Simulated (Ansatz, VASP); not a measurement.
One calculation of Si2C3, two programs

```
CELL_PARAMETERS angstrom
-1.34510 1.34510 9.51127
1.34510 -1.34510 9.51127
1.34510 1.34510 -9.51127
ATOMIC_POSITIONS crystal
Si 0.10000 0.10000 0.00000
Si 0.90000 0.90000 0.00000
C 0.70000 0.70000 0.00000
C 0.50000 0.50000 0.00000
C 0.30000 0.30000 0.00000
```

Alike in both runs: task single point; functional PBE; k mesh 8 × 8 × 8; occupations gaussian, width 0.1 eV; collinear spin.

```csv
,VASP,Ansatz
version,VASP 6.6.1,Ansatz 0.2.0
potentials or method,"VASP PAW PBE potentials, release 64 (Si, C), cutoff 520 eV","scalar-relativistic, plane waves, PAW"
valence electrons in the cell,20,20
```

VASP gave:

```
gap on the k mesh at the Fermi level (eV)                     : none
pressure (GPa)                                                : -21.7
traceless stress, the component that is largest in VASP (GPa) : -5.24
rms of the force components (eV/Å)                            : 0.142
net moment per atom (μB)                                      : 0.00
```

**Question.** Estimate Ansatz's values.

**Answer.** gap on the k mesh at the Fermi level (eV): none; pressure (GPa): -21.7; traceless stress, the component that is largest in VASP (GPa): -5.26; rms of the force components (eV/Å): 0.143; net moment per atom (μB): 0.00.

Atom by atom the forces differ by 0.000 eV/Å (rms over components). A gap of «none» marks a metal or a gap that the smearing closes. Ansatz's warnings: seeded moment not kept.

The k mesh is coarse, so the values compare programs but aren't converged.
